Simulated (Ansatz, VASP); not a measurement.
## CrRh3 in VASP and in Ansatz

The input INCAR:

```
SYSTEM = CrRh3
  PREC = Accurate
  ENCUT = 520
  EDIFF = 1E-6
  ISMEAR = -1
  SIGMA = 0.05
  LREAL = .FALSE.
  LASPH = .TRUE.
  NELM = 60
  ALGO = Normal
  ISIF = 2
  LWAVE = .FALSE.
  LCHARG = .FALSE.
  NBANDS = 36
```

The input KPOINTS:

```
regular mesh
0
G
  8 8 8
  0 0 0
```

File POSCAR:

```
CrRh3
1.0
    3.7905530633      0.0000000000      0.0000000000
    0.0000000000      3.7905530633      0.0000000000
    0.0000000000      0.0000000000      3.7905530633
Cr Rh
1 3
Direct
    0.0000000000      0.0000000000      0.0000000000
    0.0000000000      0.5000000000      0.5000000000
    0.5000000000      0.5000000000      0.0000000000
    0.5000000000      0.0000000000      0.5000000000
```

Input for Ansatz:

```yaml
crystal:
  lattice:
    - [3.7905530633, 0.0, 0.0]
    - [0.0, 3.7905530633, 0.0]
    - [0.0, 0.0, 3.7905530633]
  atoms:
    - { symbol: Cr, position: [0.0, 0.0, 0.0] }
    - { symbol: Rh, position: [0.0, 0.5, 0.5] }
    - { symbol: Rh, position: [0.5, 0.5, 0.0] }
    - { symbol: Rh, position: [0.5, 0.0, 0.5] }
kpoints:
  mp_grid: { grid: [8, 8, 8] }
scf:
  occupations: { method: fermi_dirac, width: 0.05 }
  lower_state_search: "off"
hamiltonian:
  xc: lda
  pseudopotentials: { kind: paw }
output:
  forces: true
  stress: true
  eigenvalues: true
```

Alike in both runs: task single point; functional LDA; k mesh 8 × 8 × 8; occupations fermi-dirac, width 0.05 eV; no spin polarisation.

```csv
,VASP,Ansatz
version,VASP 6.6.1,Ansatz 0.2.0
potentials or method,"VASP PAW LDA potentials, release 64 (Cr_pv, Rh_pv)","PAW with Ansatz's default frozen-core files, scalar-relativistic"
plane-wave cutoff (eV),520,420
valence electrons in the cell,57,65
```

|  | VASP | Ansatz | Ansatz less VASP |
| --- | --- | --- | --- |
| pressure (GPa) | -18.2 | -18.9 | -0.63 |

LDA's correlation is that of Perdew and Zunger in VASP and of Perdew and Wang (1992) in Ansatz. VASP's potentials hold 57 valence electrons a cell and Ansatz's 65, so a difference there can come from the potentials and not from the codes.
